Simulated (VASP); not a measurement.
Here is a VASP 6.6.1 calculation.

INCAR

```
SYSTEM = Si
PREC     = Accurate       ! precision mode
ENCUT    = 520            ! plane-wave cutoff, eV
EDIFF    = 1E-6           ! SCF threshold, eV
ISMEAR   = -1             ! smearing method
SIGMA    = 0.05           ! smearing width, eV
LREAL    = .False.        ! projectors in reciprocal space
LASPH    = .True.         ! aspherical terms in the spheres
NELM     = 60             ! most SCF steps
ALGO     = Normal         ! electronic algorithm
ISIF     = 2              ! what is computed and relaxed
LWAVE    = .False.        ! write WAVECAR
LCHARG   = .False.        ! write CHGCAR
GGA      = RE             ! functional
IVDW     = 13             ! dispersion correction
NBANDS   = 11             ! bands
```

The input KPOINTS:

```
regular mesh
0
Gamma
  8 8 8
  0 0 0
```

The input POSCAR:

```
Si
1.0
    0.0000000000      2.6967280005      2.6967280005
    2.6967280005      0.0000000000      2.6967280005
    2.6967280005      2.6967280005      0.0000000000
Si
2
Direct
    0.5000000000      0.5000000000      0.5000000000
    0.7500000000      0.7500000000      0.7500000000
```

Potentials or basis: VASP PAW PBE potentials, release 64 (Si).

The run is started by

```console
$ cat potpaw_PBE.64/Si/POTCAR > POTCAR
$ mpirun -np 1 vasp_std > vasp.out
```

Estimate the band gap on the k mesh.

0.62 eV, indirect (least direct gap 2.58 eV).

What does it give for the dispersion energy per atom?

-0.601 eV.

What does it give for the pressure?

-0.1 GPa.

Caveat: the PAW data sets were made with another functional, which shifts forces and pressure a little. A k mesh can miss the band edges.
